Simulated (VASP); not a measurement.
CdS:

```
Cd S
1.0
     0.00000    2.87925    3.02549
     2.87925    0.00000    3.02549
     2.87925    2.87925    0.00000
Cd S
1 1
Cartesian
  0.0000 0.0000 0.0000
  1.4396 1.4396 1.5127
```

This cell differs from its parent crystal: epitaxial xy strain -2.0%.

Base run:

- Program: VASP 6.6.1
- Functional: PBE
- Potentials or basis: VASP PAW PBE potentials, release 64 (Cd, S)
- Cutoff: 520 eV
- k mesh: 8 × 8 × 8
- Occupations: fermi-dirac, width 0.02 eV
- Spin: no spin polarisation

Its results: band gap on the k mesh 1.07 eV, direct; pressure 2.4 GPa.

Task: The run is repeated on the same cell with these changes: functional from PBE to r2SCAN; occupations from fermi-dirac, width 0.02 eV to gaussian, width 0.01 eV. What comes out?

Result: Band gap on the k mesh 1.51 eV, direct; pressure 1.0 GPa.

Caveats: the PAW data sets were made with another functional, which shifts forces and pressure a little (some runs).

